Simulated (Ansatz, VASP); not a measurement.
This is a calculation of C for Ansatz 0.2.0.

File input.yaml:

```yaml
crystal:
  lattice:
    - [0.0, 1.78337, 1.78337]
    - [1.78337, 0.0, 1.78337]
    - [1.78337, 1.78337, 0.0]
  atoms:
    - { symbol: C, position: [0.75, 0.75, 0.75] }
    - { symbol: C, position: [0.5, 0.5, 0.5] }
hamiltonian:
  xc: pbe
  pseudopotentials: { kind: paw }
kpoints:
  mp_grid: { grid: [13, 13, 13] }
scf:
  occupations: { method: gaussian, width: 0.022 }
output:
  forces: true
  stress: true
  eigenvalues: true
```

Potentials or basis: Ansatz PAW.

Launch:

```sh
$ ansatz run input.yaml --threads 2 --pin off --max-ram 5632MiB --backend cpu --events-out ev --progress --plain --runs-dir out
```

**Question.** Set up the same calculation for VASP 6.6.1. Potentials there: VASP PAW PBE potentials, release 64 (C).

**Answer.** As run (the cutoff follows the program's own potentials):

INCAR

```
SYSTEM = C
ALGO     = Normal         ! electronic algorithm
EDIFF    = 1E-7           ! SCF threshold, eV
ENCUT    = 520            ! plane-wave cutoff, eV
GGA      = PE             ! functional
ISIF     = 2              ! what is computed and relaxed
ISMEAR   = 0              ! smearing method
LASPH    = .True.         ! aspherical terms in the spheres
LCHARG   = .False.        ! write CHGCAR
LREAL    = .False.        ! projectors in reciprocal space
LWAVE    = .False.        ! write WAVECAR
NBANDS   = 11             ! bands
NELM     = 60             ! most SCF steps
PREC     = Accurate       ! precision mode
SIGMA    = 0.022          ! smearing width, eV
```

The input KPOINTS:

```
k-points
0
Gamma
  13 13 13
  0 0 0
```

Contents of POSCAR:

```
C
1.0
    0.0000000000      1.7833700000      1.7833700000
    1.7833700000      0.0000000000      1.7833700000
    1.7833700000      1.7833700000      0.0000000000
C
2
Direct
    0.7500000000      0.7500000000      0.7500000000
    0.5000000000      0.5000000000      0.5000000000
```

Potentials or basis: VASP PAW PBE potentials, release 64 (C).

Launch:

```console
$ cat potpaw_PBE.64/C/POTCAR > POTCAR
$ mpirun -np 1 vasp_std > vasp.out
```

Both were run:

|  | VASP | Ansatz | Ansatz less VASP |
| --- | --- | --- | --- |
| gap on the k mesh at the Fermi level (eV) | 4.14 | 4.15 | +0.008 |
| least direct gap on the mesh (eV) | 5.59 | 5.59 | +0.004 |
| pressure (GPa) | 2.5 | 1.8 | -0.68 |

With one functional, cell and mesh, what is left measures potentials, basis and numerics.

Noted on Ansatz's run: Pulay correction over one GPa; odd divisions of the mesh miss points on the zone boundary, where band edges often lie, so the gap on the mesh can be too wide.
